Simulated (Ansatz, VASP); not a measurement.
**One calculation of Li2Sc, two programs**

File INCAR:

```
  ALGO = Fast
  EDIFF = 1E-6
  EDIFFG = -0.04
  ENCUT = 600
  GGA = PE
  IBRION = 2
  ISIF = 3
  ISMEAR = 0
  LASPH = T
  LCHARG = F
  LREAL = F
  LWAVE = F
  NELM = 60
  NSW = 90
  PREC = Accurate
  SIGMA = 0.1
```

Contents of KPOINTS:

```
k-points
0
Gamma
  6 6 4
```

Contents of POSCAR:

```
Li2Sc
1.0
    3.5213500112      0.0000000000      0.0000000000
   -1.7606750056      3.0495785653      0.0000000000
    0.0000000000      0.0000000000      3.8021221051
Li Sc
2 1
Direct
    0.3333333333      0.6666666667      0.5000000000
    0.6666666667      0.3333333333      0.5000000000
    0.0000000000      0.0000000000      0.0000000000
```

Input for Ansatz:

```yaml
crystal:
  lattice:
    - [3.5213500112, 0.0, 0.0]
    - [-1.7606750056, 3.0495785653, 0.0]
    - [0.0, 0.0, 3.8021221051]
  atoms:
    - { symbol: Li, position: [0.3333333333, 0.6666666667, 0.5] }
    - { symbol: Li, position: [0.6666666667, 0.3333333333, 0.5] }
    - { symbol: Sc, position: [0.0, 0.0, 0.0] }
basis:
  ecutwfc: 420
kpoints:
  mp_grid: { grid: [6, 6, 4] }
hamiltonian:
  xc: pbe
scf:
  occupations: { method: gaussian, width: 0.1 }
  lower_state_search: "off"
output:
  forces: true
  stress: true
  eigenvalues: true
relax:
  adjacent_minimum: "off"
  f_tol: 0.04
  max_steps: 70
  cell: { stress_tol: 0.4 }
```

Alike in both runs: task relaxation of cell and atoms; functional PBE; k mesh 6 × 6 × 4; occupations gaussian, width 0.1 eV; no spin polarisation.

```csv
,VASP,Ansatz
version,VASP 6.6.1,Ansatz 0.2.0
potentials or method,"VASP PAW PBE potentials, release 64 (Li_sv, Sc_sv), cutoff 600 eV","scalar-relativistic, plane waves, PAW"
valence electrons in the cell,17,17
```

```csv
,VASP,Ansatz,Ansatz less VASP
"gap on the k mesh at the Fermi level, each at its own relaxed structure (eV)",none,none,-
relaxed volume (Å³/atom),19.27,21.04,+1.766
relaxed cell length with the largest relative difference (Å),4.571,4.953,+0.3823
```

A gap of «none» marks a metal or a gap that the smearing closes. One of these differences is far larger than is usual between the two programs; its cause wasn't traced.

The k mesh is coarse, so the values compare programs but aren't converged. Noted on VASP's run: the cutoff is short for stress, so the pressure is rough; the volume moved by over 15 % at a fixed basis, so the end points are rough.
